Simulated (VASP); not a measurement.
Crystal: Al2Ru.

```
CELL_PARAMETERS angstrom
-1.56042 1.56042 4.22181
1.56042 -1.56042 4.22181
1.56042 1.56042 -4.22181
ATOMIC_POSITIONS crystal
Al 0.65920 0.65920 0.00000
Al 0.34080 0.34080 0.00000
Ru 0.00000 0.00000 0.00000
```

Base run:

| Property | Result |
| --- | --- |
| Program | VASP 6.6.1 |
| Functional | PBEsol |
| Potentials or basis | VASP PAW PBE potentials, release 64 (Al, Ru_pv) |
| Cutoff | 520 eV |
| k mesh | 18 × 18 × 18 |
| Occupations | methfessel-paxton, width 0.5 eV |
| Spin | no spin polarisation |

Its results: band gap on the k mesh zero (bands 10 and 11 overlap by 0.16 eV); pressure -0.4 GPa; largest force 0.056 eV/Å.

Problem. The run is repeated on the same cell with these changes: occupations from methfessel-paxton, width 0.5 eV to fermi-dirac, width 0.5 eV. What comes out?

Solution. Band gap on the k mesh zero (bands 10 and 11 overlap by 0.03 eV); pressure 2.4 GPa; largest force 0.112 eV/Å.

Caveats: so wide a smearing shifts energies and pressures; the PAW data sets were made with another functional, which shifts forces and pressure a little.
